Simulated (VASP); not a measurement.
Write the native input for VASP 6.6.1 that does the following.

```yaml
Task: single point
Functional: PBE
Dispersion: D3(BJ)
Potentials_or_basis: VASP PAW PBE potentials, release 64 (W_sv, C)
Cutoff: 520 eV
k_mesh: 3 × 3 × 3
Occupations: fermi-dirac, width 0.36 eV
Spin: no spin polarisation
Dipole_correction: no
Further_INCAR_settings: LREAL = Auto; ALGO = Normal; EDIFF = 1e-06; NBANDS = 86
```

The structure of WC lies in POSCAR:

```
WC
1.0
   -2.9383650000     -5.0893970000      0.0000000000
    4.4075470000     -2.5446980000      0.0000000000
    0.0000000000      0.0000000000      5.7713130000
W C
8 8
Direct
    0.7673631114      0.4965557733      0.0036213596
    0.7939017405      0.5229378354      0.5140424718
    0.5237625005     -0.0020180386     -0.0033441264
    0.5254049511      0.0137562956      0.5246639716
    0.2568869859      0.4942040841      0.0067402340
    0.2968095058      0.5325262926      0.4949826842
    0.0207850603      0.0044864170      0.0015594372
    0.0059185611      0.0218014448      0.4734451242
    0.5606335663      0.6732874429      0.2538763709
    0.5717857418      0.6744829292      0.7834612332
    0.2691351291      0.1903819162      0.2406038279
    0.2861208617      0.1867087352      0.7815899086
    0.0359204796      0.6443147356      0.2369997954
    0.0613672421      0.6851020208      0.7225392211
    0.7683321789      0.1401551436      0.2323734651
    0.7774938201      0.2032560580      0.7576785387
```

The input as run:

INCAR

```
SYSTEM = WC
ALGO = Normal ; EDIFF = 1E-6
ENCUT = 520 ; GGA = PE
ISIF = 2 ; ISMEAR = -1
IVDW = 12 ; LASPH = .True.
LCHARG = .False. ; LREAL = Auto
LWAVE = .False. ; NBANDS = 86
NELM = 100 ; PREC = Accurate
SIGMA = 0.36
```

KPOINTS

```
k-points
0
Gamma
  3 3 3
  0 0 0
```

Potentials or basis: VASP PAW PBE potentials, release 64 (W_sv, C).

Command:

```console
$ cat potpaw_PBE.64/W_sv/POTCAR potpaw_PBE.64/C/POTCAR > POTCAR
$ mpirun -np 1 vasp_std > vasp.out
```

It gave:

```json
{"Pressure": "-3.1 GPa", "Largest force": "5.625 eV/Å", "Band gap on the k mesh": "zero (bands 72 and 73 overlap by 0.21 eV)", "Dispersion energy per atom": "-0.444 eV"}
```

Caveat: the k points lie up to 0.41 Å⁻¹ apart; the atoms stand as in a frame of molecular dynamics; so wide a smearing shifts energies and pressures; spin-orbit coupling is left out, which moves the levels of the heavy elements; forces of over 1 eV/Å act on the atoms, so gaps and moduli don't describe the material at rest.

Wall time 13 min on 1 thread of Intel Xeon 8259CL, with other jobs on the host, peak memory 0.37 GiB.
